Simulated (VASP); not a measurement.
## Pt: single point with LDA

Crystal: Pt.

```
Pt
1.0
     0.00000    2.20284    1.52062
     2.20284    0.00000    1.52062
     2.20284    2.20284    0.00000
Pt
1
Direct
  0.00000 0.00000 0.00000
```

* Program: VASP 6.6.1
* Task: single point
* Functional: LDA
* Potentials or basis: VASP PAW LDA potentials, release 64 (Pt)
* Cutoff: 520 eV
* k mesh: 22 × 22 × 22
* Occupations: gaussian, width 0.15 eV
* Spin: no spin polarisation

The pressure is 4.1 GPa and the band gap on the k mesh is zero (bands 5 and 6 overlap by 2.40 eV).

Stress tensor (GPa, compression positive):
```
5.13 0.00 0.00
0.00 5.13 0.00
0.00 0.00 2.09
```

Levels at points of the mesh, in eV from the Fermi level:
```tsv
k point	band 1	band 2	band 3	band 4	band 5	band 6	band 7	band 8	band 9	band 10
(0.00, 0.00, 0.00)	-10.22	-4.02	-3.79	-3.79	-1.23	-0.92	16.89	16.89	17.39	27.88
(0.50, 0.00, 0.00)	-7.24	-5.54	-1.20	-0.61	0.13	1.24	7.00	13.17	16.19	24.49
(0.50, 0.50, 0.00)	-6.76	-6.75	0.60	0.60	0.68	7.57	7.57	8.32	13.77	19.87
(0.50, 0.00, 0.50)	-7.26	-5.29	-1.47	-0.77	-0.04	1.19	6.78	13.43	16.79	23.89
```

Run time: 78 s on 1 thread of Intel Xeon 8259CL, on a shared host, peak memory 0.24 GiB.

Caveat: the cell stands under pressure; spin-orbit coupling is left out, which moves the levels of the heavy elements.
